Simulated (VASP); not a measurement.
Write the native input for VASP 6.6.1 that does the following.

- Task: single point
- Functional: PBE
- Potentials or basis: VASP PAW PBE potentials, release 64 (Al, P)
- Cutoff: 500 eV
- k mesh: 6 × 6 × 6
- Occupations: methfessel-paxton, width 0.05 eV
- Spin: no spin polarisation
- Dipole correction: no
- Further INCAR settings: ALGO = Normal; EDIFF = 1e-06; NBANDS = 11

The structure of AlP lies in POSCAR:

```
AlP
1.0
    0.0000000000      2.7392607946      2.7392607946
    2.7392607946      0.0000000000      2.7392607946
    2.7392607946      2.7392607946      0.0000000000
Al P
1 1
Direct
    0.0000000000      0.0000000000      0.0000000000
    0.2500000000      0.2500000000      0.2500000000
```

These files were run (other wordings do the same):

INCAR

```
PREC = Accurate
ENCUT = 500
EDIFF = 1E-6
ISMEAR = 1
SIGMA = 0.05
LREAL = F
LASPH = T
NELM = 120
ALGO = Normal
ISIF = 2
LWAVE = F
LCHARG = T
GGA = PE
LELF = T
LVHAR = T
NBANDS = 11
GGA_COMPAT = F
```

KPOINTS

```
regular mesh
0
Gamma
  6 6 6
```

Potentials or basis: VASP PAW PBE potentials, release 64 (Al, P).

Launch:

```console
$ cat potpaw_PBE.64/Al/POTCAR potpaw_PBE.64/P/POTCAR > POTCAR
$ mpirun -np 1 vasp_std > vasp.out
```

Results of the run:

```
Pressure               : 1.3 GPa
Band gap on the k mesh : 1.60 eV (least direct gap 3.22 eV)
```

Wall time 3.5 s on 1 thread of Intel(R) Xeon(R) 6975P-C (Granite Rapids), with other jobs on the host, peak memory 0.14 GiB.
